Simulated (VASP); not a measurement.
Runs of VASP 6.6.1 on P. The structure is that of space group Pm-3m (No. 221), or close to it. The cells are those of the table. This isn't the form of P at room conditions, which is orthorhombic.

```tsv
cell	k mesh	gap on the mesh (eV)	pressure (GPa)
a = 2.221 Å, 1 atom	20 × 20 × 20	none	48.2
a = 2.559 Å, 1 atom	8 × 8 × 8	none	(a)
a = 1.948 Å, 1 atom	20 × 20 × 20	none	302.7
a = 2.102 Å, 1 atom	20 × 20 × 20	none	120.8
```

Alike in all rows: task single point; level PBEsol+D3(BJ); potentials or basis VASP PAW PBE potentials, release 64 (P); no spin polarisation; cutoff (eV) 500; smearing gaussian 0.1 eV.

Problem. Estimate the missing entries.

Solution. (a) -17.7.

Caveats: the PAW data sets were made with another functional, which shifts forces and pressure a little; an odd number of electrons without spin polarisation forces a metal; a magnetic or distorted state may lie lower; the cell stands under pressure (at least some runs); the cell stands under tension (at least some runs).

A gap of «none» marks levels without a gap at the run's occupations.
